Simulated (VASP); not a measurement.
# TiC (Fm-3m) in VASP: a series of runs

TiC is run at these levels: PBE; tasks: vibrations by perturbation theory, elastic constants.

Program: VASP 6.6.1. These are calculated values, not measurements. Logs are shortened: lines on timing, memory, paths and dates and some standing lists are left out, and cuts for length are marked.

### 1 The cell of the first run

The structure is cubic, space group Fm-3m (No. 225). Conventional cell: a = 4.226 Å, b = 4.226 Å, c = 4.226 Å, α = 90.00°, β = 90.00°, γ = 90.00°. Within 2.8 Å of Ti (site symmetry m-3m) lie 6 C at 2.11 Å. C (site symmetry m-3m) has 6 Ti at 2.11 Å within 2.8 Å.

### 2 Vibrations by perturbation theory, PBE

The input, INCAR:

```
SYSTEM = TiC
ALGO = Normal
EDIFF = 1E-8
ENCUT = 520
GGA = PE
IBRION = 8
ISIF = 2
ISMEAR = -1
LASPH = .True.
LCHARG = .False.
LREAL = .False.
LWAVE = .False.
NELM = 100
NSW = 1
PREC = Accurate
SIGMA = 0.15
```

The input, KPOINTS:

```
k-points
0
Gamma
  18 18 18
  0 0 0
```

The input, POSCAR:

```
TiC
1.0
    0.0000000000      2.1127688420      2.1127688420
    2.1127688420      0.0000000000      2.1127688420
    2.1127688420      2.1127688420      0.0000000000
Ti C
1 1
Direct
    0.0000000000      0.0000000000      0.0000000000
    0.5000000000      0.5000000000      0.5000000000
```

Potentials or basis: VASP PAW PBE potentials, release 64 (Ti_sv, C).

Launch:

```sh
$ cat potpaw_PBE.64/Ti_sv/POTCAR potpaw_PBE.64/C/POTCAR > POTCAR
$ mpirun -np 1 vasp_std > vasp.out
```

OUTCAR:

```text
SYSTEM = TiC
   EDIFF = 1E-8
   ENCUT = 520
   GGA = PE
   IBRION = 8
   ISIF = 2
   ISMEAR = -1
   LASPH = .True.
   LREAL = .False.
   NELM = 100
   NSW = 1
   PREC = Accurate

 ion  position               nearest neighbor table
   1  0.000  0.000  0.000-   2 2.11   2 2.11   2 2.11   2 2.11   2 2.11   2 2.11
   2  0.500  0.500  0.500-   1 2.11   1 2.11   1 2.11   1 2.11   1 2.11   1 2.11

  LATTYP: Found a face centered cubic cell.
 ALAT       =     4.2255376840

  Lattice vectors:

 A1 = (   0.0000000000,   2.1127688420,   2.1127688420)
 A2 = (   2.1127688420,   0.0000000000,   2.1127688420)
 A3 = (   2.1127688420,   2.1127688420,   0.0000000000)

Analysis of symmetry for initial positions (statically):
=====================================================================
 Subroutine PRICEL returns:
 Original cell was already a primitive cell.

 Routine SETGRP: Setting up the symmetry group for a
 face centered cubic supercell.

 Subroutine GETGRP returns: Found 48 space group operations
 (whereof 48 operations were pure point group operations)
 out of a pool of 48 trial point group operations.

The static configuration has the point symmetry O_h .

Analysis of symmetry for dynamics (positions and initial velocities):
=====================================================================
 Subroutine PRICEL returns:
 Original cell was already a primitive cell.

 Routine SETGRP: Setting up the symmetry group for a
 face centered cubic supercell.

 Subroutine GETGRP returns: Found 48 space group operations
 (whereof 48 operations were pure point group operations)
 out of a pool of 48 trial point group operations.

The dynamic configuration has the point symmetry O_h .

 Subroutine INISYM returns: Found 48 space group operations
 (whereof 48 operations are pure point group operations),
 and found     1 'primitive' translations

----------------------------------------------------------------------------------------

                                     Primitive cell

  volume of cell :      18.8619

  direct lattice vectors                    reciprocal lattice vectors
     0.000000000  2.112768842  2.112768842    -0.236656273  0.236656273  0.236656273
     2.112768842  0.000000000  2.112768842     0.236656273 -0.236656273  0.236656273
     2.112768842  2.112768842  0.000000000     0.236656273  0.236656273 -0.236656273

  length of vectors
     2.987906351  2.987906351  2.987906351     0.409900689  0.409900689  0.409900689

  position of ions in fractional coordinates (direct lattice)
     0.000000000  0.000000000  0.000000000
     0.500000000  0.500000000  0.500000000

  ion indices of the primitive-cell ions
   primitive index   ion index
                 1           1
                 2           2

----------------------------------------------------------------------------------------

 KPOINTS: k-points

Automatic generation of k-mesh.
 Grid dimensions read from file:
 generate k-points for:   18   18   18

 Generating k-lattice:

  Cartesian coordinates                     Fractional coordinates (reciprocal lattice)
    -0.013147571  0.013147571  0.013147571     0.055555556  0.000000000  0.000000000
     0.013147571 -0.013147571  0.013147571     0.000000000  0.055555556  0.000000000
     0.013147571  0.013147571 -0.013147571     0.000000000  0.000000000  0.055555556

  Length of vectors
     0.022772260  0.022772260  0.022772260

  Shift w.r.t. Gamma in fractional coordinates (k-lattice)
[... 83 lines left out ...]
 non-spin polarized calculation
  energy-cutoff  :      520.00
  volume of cell :       18.86
 maximum number of plane-waves:       531
 NGX is ok and might be reduce to    24
   NGX = 11   NGY = 11   NGZ = 11

--------------------------------------- Ionic step        1  -------------------------------------------

 number of electron      16.0000000 magnetization

 Free energy of the ion-electron system (eV)
  ---------------------------------------------------
  ext. energy  EPLUGINS =         0.00000000
  ---------------------------------------------------
  free energy    TOTEN  =       -18.62291509 eV

  energy without entropy =      -18.59979572  energy(sigma->0) =      -18.61135541

 E-fermi :  10.3089     XC(G=0): -13.0873

 val. band max:       10.2779375897   @ k =   0.4444   0.4444   0.0000
 cond. band min:      10.3402725120   @ k =   0.5000   0.5000   0.0000
 fundamental gap:      0.0623349223
 Fermi energy:        10.3089147895

 k-point     1 :       0.0000    0.0000    0.0000
  band No.  band energies     occupation
      1     -46.0625      2.00000
      2     -22.0411      2.00000
      3     -22.0411      2.00000
      4     -22.0411      2.00000
      5      -2.4340      2.00000
      6      11.0275      0.01648
      7      11.0275      0.01648
      8      11.0275      0.01648
      9      12.0813      0.00001
     10      12.0813      0.00001
     11      12.0813      0.00001
     12      12.1850      0.00001
[... 331 lines left out ...]
 k-point    24 :      -0.2222    0.0556    0.0000
  band No.  band energies     occupation
      1     -46.0128      2.00000
      2     -22.3574      2.00000
      3     -22.0926      2.00000
      4     -22.0612      2.00000
      5      -1.0485      2.00000
      6       7.5206      2.00000
      7       8.3923      1.99999
      8       8.6562      1.99997
      9      11.9522      0.00003
     10      12.4123      0.00000
     11      13.4817      0.00000
     12      15.9172      0.00000

 [... further k-points ...]

------------------------ aborting loop because EDIFF is reached ----------------------------------------

  FORCE on cell =-STRESS in cart. coord.  units (eV):
  Direction    XX          YY          ZZ          XY          YZ          ZX
  --------------------------------------------------------------------------------------
  -------------------------------------------------------------------------------------
  Total        2.6079015      2.6079015      2.6079015      0.0000000      0.0000000      0.0000000
  in kB      221.5214643    221.5214643    221.5214643      0.0000000      0.0000000      0.0000000
  external PRESSURE =     221.5214643 kB  Pullay stress =       0.0000000 kB

 VOLUME and BASIS-vectors are now :
 -----------------------------------------------------------------------------
  energy-cutoff  :      520.00
  volume of cell :       18.86
      direct lattice vectors                 reciprocal lattice vectors
     0.000000000  2.112768842  2.112768842    -0.236656273  0.236656273  0.236656273
     2.112768842  0.000000000  2.112768842     0.236656273 -0.236656273  0.236656273
     2.112768842  2.112768842  0.000000000     0.236656273  0.236656273 -0.236656273

 POSITION                                       TOTAL-FORCE (eV/Angst)
 -----------------------------------------------------------------------------------
      0.00000      0.00000      0.00000        -0.000000      0.000000      0.000000
      2.11277      2.11277      2.11277         0.000000     -0.000000     -0.000000
 -----------------------------------------------------------------------------------
    total drift:                                0.000000     -0.000000     -0.000000

  FREE ENERGIE OF THE ION-ELECTRON SYSTEM (eV)
  ---------------------------------------------------
  free  energy   TOTEN  =       -18.6229150915 eV

  energy  without entropy=      -18.5997957186  energy(sigma->0) =      -18.61135541

[... ionic steps 2 to 3 ...]

--------------------------------------- Ionic step        4  -------------------------------------------

------------------------ aborting loop because EDIFF is reached ----------------------------------------

[... ionic steps 5 to 6 ...]

--------------------------------------- Ionic step        7  -------------------------------------------

 Free energy of the ion-electron system (eV)
  ---------------------------------------------------
  ---------------------------------------------------
  free energy    TOTEN  =        -0.12019122 eV

  energy without entropy =       -0.12019122

------------------------ aborting loop because EDIFF is reached ----------------------------------------

 INTERNAL STRAIN TENSOR  FOR ION    2  DIRECTION 1   (eV/Angst):
 -----------------------------------------------------------------------------
    -0.00550 -0.00000  0.00000
    -0.00000  0.00197 -0.00000
     0.00000 -0.00000  0.00197

 INTERNAL STRAIN TENSOR FOR ION    2 for displacements in x,y,z  (eV/Angst):
          X           Y           Z          XY          YZ          ZX
  --------------------------------------------------------------------------------
  x     0.00000     0.00000     0.00000     0.00000     0.00000     0.00000
  y     0.00000     0.00000     0.00000     0.00000     0.00000     0.00000
  z     0.00000     0.00000     0.00000     0.00000     0.00000     0.00000

 SECOND DERIVATIVES (NOT SYMMETRIZED)
 ------------------------------------
               1X          1Y          1Z          2X          2Y          2Z
  1X   -12.327016    0.000000    0.000000   12.327016    0.000000    0.000000
  1Y     0.000000  -12.327016    0.000000    0.000000   12.327016    0.000000
  1Z     0.000000    0.000000  -12.327016    0.000000    0.000000   12.327016
  2X    12.283710    0.000000    0.000000  -12.283710    0.000000    0.000000
  2Y     0.000000   12.283710    0.000000    0.000000  -12.283710    0.000000
  2Z     0.000000    0.000000   12.283710    0.000000    0.000000  -12.283710

 Eigenvectors and eigenvalues of the dynamical matrix
 ----------------------------------------------------

   1 f  =   17.688183 THz   111.138131 2PiTHz  590.014273 cm-1    73.152414 meV
             X         Y         Z           dx          dy          dz
      0.000000  0.000000  0.000000    -0.448456    0.000000    0.000000
      2.112769  2.112769  2.112769     0.893805    0.000000    0.000000
[... 21 lines left out ...]
   6 f/i=    0.012476 THz     0.078388 2PiTHz    0.416148 cm-1     0.051596 meV
             X         Y         Z           dx          dy          dz
      0.000000  0.000000  0.000000    -0.893805    0.000000    0.000000
      2.112769  2.112769  2.112769    -0.448456    0.000000    0.000000

--------------------------------------------------------------------------------------------------------

 ELASTIC MODULI CONTR FROM IONIC RELAXATION (kBar)
 Direction    XX          YY          ZZ          XY          YZ          ZX
 --------------------------------------------------------------------------------
 XX           0.0000      0.0000      0.0000      0.0000      0.0000      0.0000
 YY           0.0000      0.0000      0.0000      0.0000      0.0000      0.0000
 ZZ           0.0000      0.0000      0.0000      0.0000      0.0000      0.0000
 XY           0.0000      0.0000      0.0000      0.0000      0.0000      0.0000
 YZ           0.0000      0.0000      0.0000      0.0000      0.0000      0.0000
 ZX           0.0000      0.0000      0.0000      0.0000      0.0000      0.0000
 --------------------------------------------------------------------------------
```

Wall time 6.2 min (1 thread of AMD EPYC 9R45 (Zen 5), shared host); peak memory 0.33 GiB.

Results:

| Item | Value |
| --- | --- |
| Highest phonon frequency at Γ, LO-TO splitting left out | 590 cm⁻¹ |

Phonon frequencies in cm⁻¹ (negative: imaginary):
```
              q point        frequencies
(0.000, 0.000, 0.000)  0 0 0 590 590 590
```

Caveat: the cell wasn't relaxed at this level first, which shifts response properties.

### 3 Elastic constants, PBE

This run uses another cell than the first one, of 9.77 Å³/atom, 1.036 times its volume.

The input, INCAR:

```
  PREC = Accurate
  ENCUT = 600
  EDIFF = 1E-8
  ISMEAR = -1
  SIGMA = 0.15
  LREAL = F
  LASPH = T
  NELM = 60
  ALGO = Normal
  ISIF = 3
  LWAVE = F
  LCHARG = F
  GGA = PE
  NBANDS = 15
  IBRION = 6
  NFREE = 2
  POTIM = 0.015
  NSW = 1
```

The input, KPOINTS:

```
Automatic mesh
0
Gamma
  16 16 16
```

The input, POSCAR:

```
TiC
1.0
    0.0000000000      2.1376040173      2.1376040173
    2.1376040173      0.0000000000      2.1376040173
    2.1376040173      2.1376040173      0.0000000000
Ti C
1 1
Direct
    0.0000000000      0.0000000000      0.0000000000
    0.5000000000      0.5000000000      0.5000000000
```

Potentials or basis: VASP PAW PBE potentials, release 64 (Ti_sv, C).

Launch:

```sh
$ cat potpaw_PBE.64/Ti_sv/POTCAR potpaw_PBE.64/C/POTCAR > POTCAR
$ mpirun -np 1 vasp_std > vasp.out
```

It took 28 min on 1 thread of AMD EPYC 9R45 (Zen 5), shared host; peak memory 0.68 GiB.

Results (log left out):

```
Elastic constants C11, C12, C44                         : 594, 125, 176 GPa
Voigt bulk modulus                                      : 281 GPa
Highest phonon frequency at Γ, LO-TO splitting left out : 555 cm⁻¹
```

Phonon frequencies in cm⁻¹ (negative: imaginary):
```
              q point        frequencies
(0.000, 0.000, 0.000)  0 0 0 555 555 555
```

Elastic tensor in Voigt notation (GPa, in the Cartesian axes of the cell as first typed):
```
594 125 125   0   0   0
125 594 125   0   0   0
125 125 594   0   0   0
  0   0   0 176   0   0
  0   0   0   0 176   0
  0   0   0   0   0 176
```

Clamped-ion elastic tensor (GPa):
```
594 125 125   0   0   0
125 594 125   0   0   0
125 125 594   0   0   0
  0   0   0 176   0   0
  0   0   0   0 176   0
  0   0   0   0   0 176
```

Caveat: the cell is under stress, which shifts elastic constants.
